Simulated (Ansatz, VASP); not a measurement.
One calculation of Be3ZnSe4, two programs

```xyz
8
Lattice="3.7477 0.0000 0.0000 0.0000 7.5240 0.0000 0.0000 0.0000 5.3275" Properties=species:S:1:pos:R:3 pbc="T T T"
Be    0.0000    3.7620    0.0164
Be    1.8738    5.5684    2.6647
Be    1.8738    1.9556    2.6647
Zn    0.0000    0.0000    0.0035
Se    0.0000    2.0089    1.4002
Se    0.0000    5.5151    1.4002
Se    1.8738    0.0000    3.7825
Se    1.8738    3.7620    4.0502
```

Alike in both runs: task single point; functional PBE; k mesh 6 × 4 × 4; occupations gaussian, width 0.02 eV; no spin polarisation.

```csv
,VASP,Ansatz
version,VASP 6.6.1,Ansatz 0.2.0
potentials or method,"VASP PAW PBE potentials, release 64 (Be, Zn, Se), cutoff 520 eV","scalar-relativistic, plane waves, PAW"
valence electrons in the cell,42,82
```

VASP gave:

- gap on the k mesh at the Fermi level (eV): 2.52
- least direct gap on the mesh (eV): 2.52
- pressure (GPa): 0.2
- rms of the force components (eV/Å): 0.006

Problem. Estimate Ansatz's values.

Solution. gap on the k mesh at the Fermi level (eV): 2.53; least direct gap on the mesh (eV): 2.53; pressure (GPa): 0.0; rms of the force components (eV/Å): 0.002.

Atom by atom the forces differ by 0.004 eV/Å (rms over components). The functional is the same, so the differences come from potentials, cutoffs and numerics. VASP's potentials hold 42 valence electrons a cell and Ansatz's 82, so a difference there can come from the potentials and not from the codes.
